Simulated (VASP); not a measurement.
Here is a VASP 6.6.1 calculation.

File INCAR:

```
PREC = Accurate
ENCUT = 500
EDIFF = 1E-6
ISMEAR = -1
SIGMA = 0.1
LREAL = False
LASPH = True
NELM = 120
ALGO = Normal
ISIF = 2
LWAVE = False
LCHARG = False
GGA = PE
NBANDS = 21
GGA_COMPAT = False
```

KPOINTS

```
Automatic mesh
0
Gamma
  4 4 4
```

Contents of POSCAR:

```
Sn
1.0
    0.0000000000      3.3289000167      3.3289000167
    3.3289000167      0.0000000000      3.3289000167
    3.3289000167      3.3289000167      0.0000000000
Sn
2
Direct
    0.5000000000      0.5000000000      0.5000000000
    0.7500000000      0.7500000000      0.7500000000
```

Potentials or basis: VASP PAW PBE potentials, release 64 (Sn_d).

Run with:

```bash
$ cat potpaw_PBE.64/Sn_d/POTCAR > POTCAR
$ mpirun -np 1 vasp_std > vasp.out
```

(1) What does it give for the pressure?

(2) Estimate the band gap on the k mesh.

Results:

(1) 0.5 GPa.

(2) zero (band 14 reaches 4.98 eV, above the bottom of band 15 at 4.74 eV).

Caveat: the k points lie up to 0.41 Å⁻¹ apart; spin-orbit coupling is left out, which moves the levels of the heavy elements.
